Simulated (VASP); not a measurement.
## BP4: single point with PBE

Crystal: BP4.

```
CELL_PARAMETERS angstrom
6.99035 0.00000 0.00000
0.00000 1.63123 7.16689
0.00000 -1.63123 7.16689
ATOMIC_POSITIONS crystal
B 0.50000 0.44610 0.44610
B 0.00000 0.55234 0.55234
P 0.50000 0.86904 0.86904
P 0.00000 0.12997 0.12997
P 0.21456 0.46162 0.46162
P 0.78544 0.46162 0.46162
P 0.73836 0.21481 0.21481
P 0.26164 0.21481 0.21481
P 0.81222 0.82269 0.82269
P 0.18778 0.82269 0.82269
```

* Program: VASP 6.6.1
* Task: single point
* Functional: PBE
* Potentials or basis: VASP PAW PBE potentials, release 64 (B, P)
* Cutoff: 520 eV
* k mesh: 4 × 6 × 6
* Occupations: gaussian, width 0.1 eV
* Spin: no spin polarisation
* Dipole correction: no
* Further INCAR settings: ALGO = Normal; EDIFF = 1e-07; NBANDS = 34

```
Pressure               : -0.2 GPa
Largest force          : 0.057 eV/Å
Band gap on the k mesh : zero (bands 23 and 24 overlap by 1.83 eV)
```

Forces in eV/Å, atoms in the order of the input:
```
B    0.000  0.000  0.008
B    0.000  0.000 -0.010
P    0.000  0.000  0.010
P    0.000  0.000  0.040
P    0.014  0.000 -0.007
P   -0.014  0.000 -0.007
P    0.047  0.000  0.008
P   -0.047  0.000  0.008
P   -0.051  0.000 -0.026
P    0.051  0.000 -0.026
```

Stress tensor (GPa, compression positive):
```
-0.30  0.00  0.00
 0.00 -0.19  0.00
 0.00  0.00 -0.20
```

Levels at points of the mesh, in eV from the Fermi level:
```tsv
k point	band 21	band 22	band 23	band 24	band 25	band 26
(0.00, 0.00, 0.00)	-1.43	-0.29	0.67	1.24	1.27	1.33
(0.50, 0.00, 0.00)	-0.44	-0.05	0.97	1.48	1.49	1.66
(0.00, 0.50, 0.00)	-1.96	-1.84	-1.12	-0.21	0.42	1.39
(0.50, 0.50, 0.00)	-1.71	-1.69	-1.11	-0.73	1.45	1.58
(0.00, 0.50, 0.50)	-1.08	-0.10	0.68	0.83	1.37	1.81
(0.50, 0.50, 0.50)	-0.28	0.01	0.02	1.37	1.62	2.05
```

Run time: 4.4 min on 1 thread of Intel(R) Xeon(R) 6975P-C (Granite Rapids) (shared host), peak memory 0.48 GiB.
